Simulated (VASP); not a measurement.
Ta, 4 atoms in the cell. It takes space group Cmme (No. 67, orthorhombic). The conventional cell has a = 3.319 Å, b = 4.693 Å, c = 11.387 Å, α = 90.00°, β = 90.00°, γ = 90.00°. Ta (site symmetry mm2) has 10 Ta at 2.87 to 3.32 Å within 3.8 Å. Within 3.8 Å of Ta (site symmetry mm2) lie 14 Ta at 2.87 to 3.32 Å.  This cell differs from its parent crystal: the distance across one plane changed.

```yaml
Program: VASP 6.6.1
Task: single point
Functional: PBE
Potentials_or_basis: VASP PAW PBE potentials, release 64 (Ta_pv)
Cutoff: 500 eV
k_mesh: 22 × 22 × 7
Occupations: gaussian, width 0.15 eV
Spin: no spin polarisation
Dipole_correction: no
Further_INCAR_settings: ALGO = Normal; EDIFF = 1e-06; NBANDS = 30
```

Potentials or basis: VASP PAW PBE potentials, release 64 (Ta_pv).

The run is started by

```bash
$ cat potpaw_PBE.64/Ta_pv/POTCAR > POTCAR
$ mpirun -np 1 vasp_std > vasp.out
```

Hardware: 1 thread of Intel(R) Xeon(R) 6975P-C (Granite Rapids) (shared host).

How long does it take, and how much memory?

It took 9.4 min on 1 thread of Intel(R) Xeon(R) 6975P-C (Granite Rapids) (shared host), peak memory 0.97 GiB. Counts: scf iterations 16, k points 532.
